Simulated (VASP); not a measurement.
H18CO10, 29 atoms in the cell. The cell holds an amorphous packing of atoms, 29 atoms: a = 6.566 Å, b = 6.699 Å, c = 6.593 Å, α = 90.00°, β = 90.00°, γ = 90.00°. 

- Program: VASP 6.6.1
- Task: single point
- Functional: LDA
- Potentials or basis: VASP PAW LDA potentials, release 64 (O_h, H_h, C_h)
- Cutoff: 910 eV
- k mesh: 1 × 1 × 1
- Occupations: fermi-dirac, width 0.05 eV
- Spin: no spin polarisation
- Dipole correction: no
- Second run: hard_potentials
- Further INCAR settings: LREAL = Auto; ALGO = Normal; EDIFF = 1e-06; NBANDS = 61

Potentials or basis: VASP PAW LDA potentials, release 64 (O_h, H_h, C_h).

The run is started by

```bash
$ cat potpaw_LDA.64/O_h/POTCAR potpaw_LDA.64/H_h/POTCAR potpaw_LDA.64/C_h/POTCAR > POTCAR
$ mpirun -np 1 vasp_gam > vasp.out
```

Hardware: 1 thread of AMD EPYC 9R45 96-Core Processor (Zen 5), on a shared host.

Question: How long does it take, and how much memory?

Answer: Wall time 45 s on 1 thread of AMD EPYC 9R45 96-Core Processor (Zen 5), on a shared host, peak memory 0.47 GiB. Counts: scf iterations 17, k points 1.
